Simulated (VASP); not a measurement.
Be2Se:

```
Be Se
1.0
     3.60000    0.00000    0.00000
     0.00000    3.60000    0.00000
     0.00000    0.00000    6.30000
Be Se
4 2
Direct
  0.50000 0.50000 0.00000
  0.50000 0.00000 0.73000
  0.00000 0.00000 0.00000
  0.00000 0.50000 0.27000
  0.50000 0.00000 0.30000
  0.00000 0.50000 0.70000
```

| Item | Value |
| --- | --- |
| Program | VASP 6.6.1 |
| Task | relaxation of cell and atoms |
| Functional | PBE |
| Potentials or basis | VASP PAW PBE potentials, release 64 (Be, Se) |
| Cutoff | 600 eV |
| k mesh | 5 × 5 × 3 |
| Occupations | gaussian, width 0.2 eV |
| Spin | no spin polarisation |

At the start: pressure -4.4 GPa; volume 13.61 Å³/atom.

Problem. Where does the relaxation end?

Solution. Over 19 steps the energy falls by 207.2 meV/atom and the volume is 13.92 Å³/atom (+2.3 %); space group P4/nmm (No. 129, to 0.05 Å).

Step by step:
```
step  energy change (eV)  largest force (eV/Å)  pressure (GPa)  volume (Å³)
   1              0.0000                1.2639           -4.36        81.65
   2             -0.2782                1.1965           -0.97        77.34
   3             -0.4570                0.7262            6.28        71.44
   4             -0.6202                0.1782            5.56        72.10
   5             -0.6676                0.8495            4.96        72.74
   6             -0.7993                0.8212            0.65        76.14
   7             -0.8395                0.7782           -3.24        80.09
   8             -0.9538                0.4956           -2.16        79.74
   9             -1.0092                0.5356           -0.58        79.33
  10             -0.9657                0.7957            3.89        78.34
  11             -1.0207                0.6001            0.45        79.10
  12             -1.0747                0.5394            0.11        79.52
  13             -1.1771                0.2320           -0.43        80.79
  14             -1.1858                0.1310           -0.43        81.42
  15             -1.2169                0.1289            0.77        81.34
  16             -1.2204                0.2084            1.32        81.29
  17             -1.2396                0.1333            0.05        83.36
  18             -1.2396                0.1303            0.07        83.32
  19             -1.2431                0.0768            0.08        83.51
```

Final structure:
```cif
data_structure
_symmetry_space_group_name_H-M 'P 1'
_symmetry_Int_Tables_number 1
_cell_length_a 3.2253
_cell_length_b 3.2253
_cell_length_c 8.0277
_cell_angle_alpha 90.000
_cell_angle_beta 90.000
_cell_angle_gamma 90.000
_cell_volume 83.51
loop_
_atom_site_label
_atom_site_type_symbol
_atom_site_fract_x
_atom_site_fract_y
_atom_site_fract_z
_atom_site_occupancy
Be1 Be 0.50000 0.50000 0.00000 1
Be2 Be 0.50000 0.00000 0.78822 1
Be3 Be 0.00000 0.00000 0.00000 1
Be4 Be 0.00000 0.50000 0.21178 1
Se1 Se 0.50000 0.00000 0.30248 1
Se2 Se 0.00000 0.50000 0.69752 1
```

Caveat: this functional lacks dispersion, which binds the layers, so the pressure and a relaxed spacing across them are unreliable; the relaxation stopped at a loose force limit of 0.08 eV/Å, so its end isn't a converged minimum.
